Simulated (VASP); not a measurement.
# MnS (F-43m) in VASP: further runs, part 3 of 3

VASP 6.6.1.

## Step 4: Single point, PBEsol+U, collinear spin, ferromagnetic start

This run uses another cell than the first one, of 22.72 Å³/atom.

INCAR

```
ALGO = Normal ; EDIFF = 1E-7
ENCUT = 520 ; GGA = PS
ISIF = 2 ; ISMEAR = 1
ISPIN = 2 ; LASPH = True
LCHARG = False ; LDAU = True
LDAUJ = 0 0 ; LDAUL = 2 -1
LDAUPRINT = 1 ; LDAUTYPE = 2
LDAUU = 4 0 ; LMAXMIX = 4
LORBIT = 11 ; LREAL = False
LWAVE = False ; MAGMOM = 4 0
NBANDS = 20 ; NELM = 150
PREC = Accurate ; SIGMA = 0.05
```

KPOINTS

```
k-points
0
Gamma
  6 6 6
```

POSCAR

```
MnS
1.0
    0.0000000000      2.8323042798      2.8323042798
    2.8323042798      0.0000000000      2.8323042798
    2.8323042798      2.8323042798      0.0000000000
Mn S
1 1
Direct
    0.0000000000      0.0000000000      0.0000000000
    0.2500000000      0.2500000000      0.2500000000
```

Potentials or basis: VASP PAW PBE potentials, release 64 (Mn_pv, S).

The run is started by

```bash
$ cat potpaw_PBE.64/Mn_pv/POTCAR potpaw_PBE.64/S/POTCAR > POTCAR
$ mpirun -np 1 vasp_std > vasp.out
```

OUTCAR:

```text
EDIFF = 1E-7
   ENCUT = 520
   GGA = PS
   ISIF = 2
   ISMEAR = 1
   ISPIN = 2
   LASPH = True
   LORBIT = 11
   LREAL = False
   NELM = 150
   PREC = Accurate

 ion  position               nearest neighbor table
   1  0.000  0.000  0.000-   2 2.45   2 2.45   2 2.45   2 2.45
   2  0.250  0.250  0.250-   1 2.45   1 2.45   1 2.45   1 2.45

  LATTYP: Found a face centered cubic cell.
 ALAT       =     5.6646085596

  Lattice vectors:

 A1 = (   0.0000000000,   2.8323042798,   2.8323042798)
 A2 = (   2.8323042798,   0.0000000000,   2.8323042798)
 A3 = (   2.8323042798,   2.8323042798,   0.0000000000)

Analysis of symmetry for initial positions (statically):
=====================================================================
 Subroutine PRICEL returns:
 Original cell was already a primitive cell.

 Routine SETGRP: Setting up the symmetry group for a
 face centered cubic supercell.

 Subroutine GETGRP returns: Found 24 space group operations
 (whereof 24 operations were pure point group operations)
 out of a pool of 48 trial point group operations.

The static configuration has the point symmetry T_d .

Analysis of symmetry for dynamics (positions and initial velocities):
=====================================================================
 Subroutine PRICEL returns:
 Original cell was already a primitive cell.

 Routine SETGRP: Setting up the symmetry group for a
 face centered cubic supercell.

 Subroutine GETGRP returns: Found 24 space group operations
 (whereof 24 operations were pure point group operations)
 out of a pool of 48 trial point group operations.

The dynamic configuration has the point symmetry T_d .

Analysis of structural, dynamic, and magnetic symmetry:
=====================================================================
 Subroutine PRICEL returns:
 Original cell was already a primitive cell.

 Routine SETGRP: Setting up the symmetry group for a
 face centered cubic supercell.

 Subroutine GETGRP returns: Found 24 space group operations
 (whereof 24 operations were pure point group operations)
 out of a pool of 48 trial point group operations.

The overall configuration has the point symmetry T_d .

 Subroutine INISYM returns: Found 24 space group operations
 (whereof 24 operations are pure point group operations),
 and found     1 'primitive' translations

----------------------------------------------------------------------------------------

                                     Primitive cell

  volume of cell :      45.4412

  direct lattice vectors                    reciprocal lattice vectors
     0.000000000  2.832304280  2.832304280    -0.176534705  0.176534705  0.176534705
     2.832304280  0.000000000  2.832304280     0.176534705 -0.176534705  0.176534705
     2.832304280  2.832304280  0.000000000     0.176534705  0.176534705 -0.176534705

  length of vectors
     4.005483125  4.005483125  4.005483125     0.305767078  0.305767078  0.305767078

[... 112 lines left out ...]
   NGX = 15   NGY = 15   NGZ = 15

atom =   1  type =  1  l = 2

 onsite density matrix

spin component  1

  0.9395 -0.0000  0.0000 -0.0000 -0.0000
 -0.0000  0.9395 -0.0000 -0.0000  0.0000
  0.0000 -0.0000  0.9328  0.0000  0.0000
 -0.0000 -0.0000  0.0000  0.9395  0.0000
 -0.0000  0.0000  0.0000  0.0000  0.9328

spin component  2

  0.0562 -0.0000  0.0000 -0.0000  0.0000
 -0.0000  0.0562 -0.0000 -0.0000 -0.0000
  0.0000 -0.0000  0.0157  0.0000  0.0000
 -0.0000 -0.0000  0.0000  0.0562 -0.0000
  0.0000 -0.0000  0.0000 -0.0000  0.0157

 occupancies and eigenvectors

  o =  0.0157  v =  0.0000  0.0000  0.0000  0.0000  0.0000  0.0000 -0.0000  1.0000 -0.0000 -0.0092      0.0000  0.0000  0.0000  0.0000  0.0000  0.0000  0.0000  0.0000  0.0000  0.0000
  o =  0.0157  v =  0.0000  0.0000  0.0000  0.0000  0.0000  0.0000 -0.0000 -0.0092  0.0000 -1.0000      0.0000  0.0000  0.0000  0.0000  0.0000  0.0000  0.0000  0.0000  0.0000  0.0000
  o =  0.0562  v =  0.0000  0.0000  0.0000  0.0000  0.0000  0.0000 -0.7263 -0.0000 -0.6874  0.0000      0.0000  0.0000  0.0000  0.0000  0.0000  0.0000  0.0000  0.0000  0.0000  0.0000
  o =  0.0562  v =  0.0000  0.0000  0.0000  0.0000  0.0000  0.0000  0.6874 -0.0000 -0.7263 -0.0000      0.0000  0.0000  0.0000  0.0000  0.0000  0.0000  0.0000  0.0000  0.0000  0.0000
  o =  0.0562  v =  0.0000  0.0000  0.0000  0.0000  0.0000  1.0000  0.0000  0.0000  0.0000  0.0000      0.0000  0.0000  0.0000  0.0000  0.0000  0.0000  0.0000  0.0000  0.0000  0.0000
  o =  0.9328  v =  0.0000 -0.0000  0.2393 -0.0000 -0.9709  0.0000  0.0000  0.0000  0.0000  0.0000      0.0000  0.0000  0.0000  0.0000  0.0000  0.0000  0.0000  0.0000  0.0000  0.0000
  o =  0.9328  v =  0.0000  0.0000  0.9709  0.0000  0.2393  0.0000  0.0000  0.0000  0.0000  0.0000      0.0000  0.0000  0.0000  0.0000  0.0000  0.0000  0.0000  0.0000  0.0000  0.0000
  o =  0.9395  v =  0.0000  0.9181 -0.0000  0.3964 -0.0000  0.0000  0.0000  0.0000  0.0000  0.0000      0.0000  0.0000  0.0000  0.0000  0.0000  0.0000  0.0000  0.0000  0.0000  0.0000
  o =  0.9395  v =  0.0000  0.3964  0.0000 -0.9181 -0.0000  0.0000  0.0000  0.0000  0.0000  0.0000      0.0000  0.0000  0.0000  0.0000  0.0000  0.0000  0.0000  0.0000  0.0000  0.0000
  o =  0.9395  v =  1.0000  0.0000  0.0000  0.0000  0.0000  0.0000  0.0000  0.0000  0.0000  0.0000      0.0000  0.0000  0.0000  0.0000  0.0000  0.0000  0.0000  0.0000  0.0000  0.0000

 number of electron      18.9999998 magnetization       5.0000136

 Free energy of the ion-electron system (eV)
  ---------------------------------------------------
  ext. energy  EPLUGINS =         0.00000000
  ---------------------------------------------------
  free energy    TOTEN  =       -13.58426014 eV

  energy without entropy =      -13.58428027  energy(sigma->0) =      -13.58426685

 E-fermi :   3.7842     XC(G=0):  -9.3367

 val. band max:        3.7420722510   @ k =   0.0000   0.0000   0.0000
 cond. band min:       4.8999884242   @ k =   0.0000   0.0000   0.0000
 fundamental gap:      1.1579161732
 Fermi energy:         3.7841663607

 spin component 1

 k-point     1 :       0.0000    0.0000    0.0000
  band No.  band energies     occupation
      1     -46.6370      1.00000
      2     -46.6370      1.00000
      3     -46.6370      1.00000
      4      -9.4263      1.00000
      5      -1.8117      1.00000
      6      -1.8117      1.00000
[... 344 lines left out ...]
      6      -1.2068      1.00000
[... 12 lines left out ...]
     19      16.6896      0.00000
     20      16.9880      0.00000
 Fermi energy:         3.7841663607

 spin component 2

 k-point     1 :       0.0000    0.0000    0.0000
  band No.  band energies     occupation
      1     -41.8279      1.00000
      2     -41.8279      1.00000
      3     -41.8279      1.00000
      4      -9.1899      1.00000
      5       1.3789      1.00000
      6       1.3789      1.00000
[... 357 lines left out ...]
     19      17.4313      0.00000
     20      17.6541      0.00000

------------------------ aborting loop because EDIFF is reached ----------------------------------------

  FORCE on cell =-STRESS in cart. coord.  units (eV):
  Direction    XX          YY          ZZ          XY          YZ          ZX
  --------------------------------------------------------------------------------------
  -------------------------------------------------------------------------------------
  Total        0.0428331      0.0428331      0.0428331      0.0000000      0.0000000      0.0000000
  in kB        1.5102210      1.5102210      1.5102210      0.0000000      0.0000000      0.0000000
  external PRESSURE =       1.5102210 kB  Pullay stress =       0.0000000 kB

 VOLUME and BASIS-vectors are now :
 -----------------------------------------------------------------------------
  energy-cutoff  :      520.00
  volume of cell :       45.44
      direct lattice vectors                 reciprocal lattice vectors
     0.000000000  2.832304280  2.832304280    -0.176534705  0.176534705  0.176534705
     2.832304280  0.000000000  2.832304280     0.176534705 -0.176534705  0.176534705
     2.832304280  2.832304280  0.000000000     0.176534705  0.176534705 -0.176534705

 POSITION                                       TOTAL-FORCE (eV/Angst)
 -----------------------------------------------------------------------------------
      0.00000      0.00000      0.00000        -0.000000     -0.000000     -0.000000
      1.41615      1.41615      1.41615         0.000000      0.000000      0.000000
 -----------------------------------------------------------------------------------
    total drift:                               -0.000001     -0.000001     -0.000001

  FREE ENERGIE OF THE ION-ELECTRON SYSTEM (eV)
  ---------------------------------------------------
  free  energy   TOTEN  =       -13.5842601353 eV

  energy  without entropy=      -13.5842802669  energy(sigma->0) =      -13.58426685

 total charge

# of ion       s       p       d       tot
------------------------------------------
    1        0.262   6.209   4.866  11.338
    2        1.307   2.449   0.000   3.756
--------------------------------------------------
tot          1.569   8.659   4.866  15.094

 magnetization (x)

# of ion       s       p       d       tot
------------------------------------------
    1        0.047   0.058   4.474   4.579
    2        0.005   0.015   0.000   0.020
--------------------------------------------------
tot          0.052   0.072   4.474   4.599
```

OSZICAR:

```text
N       E                     dE             d eps       ncg     rms          rms(c)
DAV:   1     0.159305373109E+03    0.15931E+03   -0.99745E+03  1288   0.925E+02
DAV:   2    -0.400074815898E+01   -0.16331E+03   -0.15371E+03  1348   0.278E+02
DAV:   3    -0.129017569467E+02   -0.89010E+01   -0.88176E+01  1524   0.706E+01
DAV:   4    -0.130250013901E+02   -0.12324E+00   -0.12317E+00  1424   0.849E+00
DAV:   5    -0.130270800472E+02   -0.20787E-02   -0.20786E-02  1480   0.116E+00    0.108E+01
DAV:   6    -0.131917218687E+02   -0.16464E+00   -0.72721E+00  1424   0.288E+01    0.113E+01
DAV:   7    -0.135239404559E+02   -0.33222E+00   -0.77559E-01  1396   0.807E+00    0.668E+00
DAV:   8    -0.135811784018E+02   -0.57238E-01   -0.73539E-02  1436   0.242E+00    0.348E+00
DAV:   9    -0.135841664610E+02   -0.29881E-02   -0.14911E-02  1400   0.122E+00    0.418E-01
DAV:  10    -0.135839195390E+02    0.24692E-03   -0.37530E-03  1420   0.714E-01    0.252E-01
DAV:  11    -0.135841832937E+02   -0.26375E-03   -0.28931E-04  1428   0.152E-01    0.125E-01
DAV:  12    -0.135842094480E+02   -0.26154E-04   -0.15746E-04  1384   0.124E-01    0.807E-02
DAV:  13    -0.135842603819E+02   -0.50934E-04   -0.22100E-05  1388   0.574E-02    0.259E-02
DAV:  14    -0.135842590074E+02    0.13745E-05   -0.12812E-05  1408   0.239E-02    0.530E-03
DAV:  15    -0.135842600482E+02   -0.10408E-05   -0.17743E-06  1440   0.877E-03    0.525E-03
DAV:  16    -0.135842601353E+02   -0.87071E-07   -0.84346E-08  1216   0.295E-03
   1 F= -.13584260E+02 E0= -.13584267E+02  d E =0.201316E-04  mag=     5.0000
```

Run time: 87 s. Hardware: 1 thread of AMD EPYC 7R43 (Zen 3), shared host; peak memory 0.15 GiB.

What came out:

```
Free energy                                           : -13.5843 eV
Pressure                                              : 0.2 GPa
Band gap on the k mesh                                : 1.16 eV
Net moment                                            : 5.00 μB per cell
Site moments                                          : Mn +4.58; S +0.02 μB
Valence electrons inside the program's atomic spheres : Mn 11.34; S 3.76
```

Eigenvalues of the final occupation matrices:
```
    site  spin  trace               eigenvalues
site 1 d     1   4.68  0.93 0.93 0.94 0.94 0.94
site 1 d     2   0.20  0.02 0.02 0.06 0.06 0.06
```

Caveat: the PAW data sets were made with another functional, which shifts forces and pressure a little; a cell with one magnetic atom can't hold antiferromagnetic order, which such compounds often take.

## Step 5: Summary

| cell | gap on the mesh (eV) | pressure (GPa) | moment (μB) |
| --- | --- | --- | --- |
| a = 3.960 Å, angles 60.0°, 2 atoms | 1.03 | 2.5 | 5.00 |
| a = 3.969 Å, angles 60.0°, 2 atoms | 1.07 | 2.0 | 5.00 |
| a = 4.005 Å, angles 60.0°, 2 atoms | 1.16 | 0.2 | 5.00 |

Alike in all rows: task single point; level PBEsol+U; potentials or basis VASP PAW PBE potentials, release 64 (Mn_pv, S); spin collinear, ferromagnetic start; Mn d U = 4.0 eV; k mesh 6 × 6 × 6; cutoff (eV) 520; smearing methfessel-paxton 0.05 eV.

Caveats: the PAW data sets were made with another functional, which shifts forces and pressure a little; a cell with one magnetic atom can't hold antiferromagnetic order, which such compounds often take.

Absolute energies hang on the potentials; compare differences alone.
